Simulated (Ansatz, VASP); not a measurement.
One calculation of MgI2, two programs

INCAR

```
ALGO = Normal ; EDIFF = 1E-6
ENCUT = 520 ; GGA = CA
ISIF = 2 ; ISMEAR = 0
LASPH = T ; LCHARG = T
LELF = T ; LREAL = F
LVHAR = T ; LWAVE = F
NBANDS = 15 ; NELM = 80
PREC = Accurate ; SIGMA = 0.05
```

Contents of KPOINTS:

```
k-points
0
Gamma
  6 6 4
```

POSCAR

```
MgI2
1.0
    4.1487106712      0.0000000000      0.0000000000
   -2.0743553356      3.5928888342      0.0000000000
    0.0000000000      0.0000000000      6.8054124713
Mg I
1 2
Direct
    0.0000000000      0.0000000000      0.0000000000
    0.3333333333      0.6666666667      0.7448732377
    0.6666666667      0.3333333333      0.2551267623
```

Input for Ansatz:

```yaml
crystal:
  lattice:
    - [4.1487106712, 0.0, 0.0]
    - [-2.0743553356, 3.5928888342, 0.0]
    - [0.0, 0.0, 6.8054124713]
  atoms:
    - { symbol: Mg, position: [0.0, 0.0, 0.0] }
    - { symbol: I, position: [0.3333333333, 0.6666666667, 0.7448732377] }
    - { symbol: I, position: [0.6666666667, 0.3333333333, 0.2551267623] }
basis:
  ecutwfc: 520.0
kpoints:
  mp_grid: { grid: [6, 6, 4] }
hamiltonian:
  xc: lda
scf:
  occupations: { method: gaussian, width: 0.05 }
output:
  forces: true
  stress: true
  eigenvalues: true
```

Alike in both runs: task single point; functional LDA; k mesh 6 × 6 × 4; occupations gaussian, width 0.05 eV; no spin polarisation.

|  | VASP | Ansatz |
| --- | --- | --- |
| version | VASP 6.6.1 | Ansatz 0.2.0 |
| potentials or method | VASP PAW LDA potentials, release 64 (Mg, I), cutoff 520 eV | scalar-relativistic, plane waves, PAW |
| valence electrons in the cell | 16 | 44 |

VASP gave:

- gap on the k mesh at the Fermi level (eV): 3.25
- least direct gap on the mesh (eV): 3.28
- pressure (GPa): -2.4
- traceless stress, the component that is largest in VASP (GPa): -0.41
- rms of the force components (eV/Å): 0.232

**Question.** What did Ansatz give for the same quantities?

**Answer.** gap on the k mesh at the Fermi level (eV): 3.26; least direct gap on the mesh (eV): 3.28; pressure (GPa): -2.3; traceless stress, the component that is largest in VASP (GPa): -0.42; rms of the force components (eV/Å): 0.226.

LDA's correlation is that of Perdew and Zunger in VASP and of Perdew and Wang (1992) in Ansatz. Atom by atom the forces differ by 0.006 eV/Å (rms over components). VASP's potentials hold 16 valence electrons a cell and Ansatz's 44, so a difference there can come from the potentials and not from the codes.

Neither program's run includes spin-orbit coupling.
